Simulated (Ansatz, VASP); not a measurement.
## One calculation of PbSe, two programs

```
CELL_PARAMETERS angstrom
0.00000 3.42320 3.44409
3.42320 0.00000 3.44409
3.42320 3.42320 0.00000
ATOMIC_POSITIONS crystal
Pb 0.00000 0.00000 0.00000
Se 0.25000 0.25000 0.25000
```

Change from the starting cell: uniaxial_z strain +0.6%.

Alike in both runs: task single point; functional HSE06; k mesh 4 × 4 × 4; no spin polarisation.

|  | VASP | Ansatz |
| --- | --- | --- |
| version | VASP 6.6.1 | Ansatz 0.2.0 |
| potentials or method | VASP PAW PBE potentials, release 64 (Pb_d, Se) | plane waves, PAW |
| plane-wave cutoff (eV) | 520 | 420 |
| occupations | gaussian, width 0.01 eV | fixed |
| valence electrons in the cell | 20 | 30 |

VASP gave:

| Quantity | Value |
| --- | --- |
| gap on the k mesh at the Fermi level (eV) | 1.08 |
| pressure (GPa) | -0.2 |

Task: Estimate Ansatz's values.

Result: gap on the k mesh at the Fermi level (eV): 1.07; pressure (GPa): -0.1.

VASP's potentials hold 20 valence electrons a cell and Ansatz's 30, so a difference there can come from the potentials and not from the codes. Ansatz's warnings: stress exchange threshold loose, stress scf threshold loose.

Neither program's run includes spin-orbit coupling.
